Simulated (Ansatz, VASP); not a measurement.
# One calculation of CdS, two programs

```
Cd S
1.0
     3.41020    0.00000    0.00000
     0.00000    3.41020    0.00000
     0.00000    0.00000    3.41020
Cd S
1 1
Direct
  0.00000 0.00000 0.00000
  0.50000 0.50000 0.50000
```

Change from the starting cell: volume scaled by 1, crystal datasets.

Alike in both runs: task single point; functional PBE; k mesh 14 × 14 × 14; occupations fermi-dirac, width 0.05 eV; no spin polarisation.

|  | VASP | Ansatz |
| --- | --- | --- |
| version | VASP 6.6.1 | Ansatz 0.2.0 |
| potentials or method | VASP PAW PBE potentials, release 64 (Cd, S), cutoff 520 eV | all-electron PAW with datasets made for the crystal, scalar-relativistic |

Ansatz gave:

```
pressure (GPa) : 0.0
```

Question: Which values does VASP return?

Answer: Pressure (GPa): 0.3.

Ansatz ran all-electron here, and VASP with PAW potentials.
